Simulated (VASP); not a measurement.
Crystal: BaZrO3.

```
Ba Zr O
1.0
     4.19134    0.00000    0.00000
     0.00000    4.19134    0.00000
     0.00000    0.00000    4.19134
Ba Zr O
1 1 3
Direct
  0.00000 0.00000 0.00000
  0.50000 0.50000 0.50000
  0.50000 0.50000 0.00000
  0.50000 0.00000 0.50000
  0.00000 0.50000 0.50000
```

```yaml
Program: VASP 6.6.1
Task: relaxation of cell and atoms
Functional: PBEsol
Potentials_or_basis: VASP PAW PBE potentials, release 64 (Ba_sv, Zr_sv, O)
Cutoff: 600 eV
k_mesh: 6 × 6 × 6
Occupations: fermi-dirac, width 0.05 eV
Spin: no spin polarisation
Hubbard_terms: Zr d U = 3.0 eV
```

At the start: pressure 2.8 GPa; volume 14.73 Å³/atom.

Q: How do energy, volume and symmetry change on relaxing?

A: Over 3 steps the energy falls by 2.2 meV/atom and the volume is 14.98 Å³/atom (+1.8 %); space group Pm-3m (No. 221, to 0.1 Å) before and after.

Step by step:
```tsv
step	energy change (eV)	largest force (eV/Å)	pressure (GPa)	volume (Å³)
1	0.0000	0.0000	2.83	73.63
2	0.0034	0.0000	-3.04	76.44
3	-0.0112	0.0000	-0.01	74.92
```

Final structure:
```yaml
crystal:
  lattice:
    - [4.21573, 0.00000, 0.00000]
    - [0.00000, 4.21573, 0.00000]
    - [0.00000, 0.00000, 4.21573]
  atoms:
    - { symbol: Ba, position: [0.00000, 0.00000, 0.00000] }
    - { symbol: Zr, position: [0.50000, 0.50000, 0.50000] }
    - { symbol: O, position: [0.50000, 0.50000, 0.00000] }
    - { symbol: O, position: [0.50000, 0.00000, 0.50000] }
    - { symbol: O, position: [0.00000, 0.50000, 0.50000] }
```

Caveat: the PAW data sets were made with another functional, which shifts forces and pressure a little.
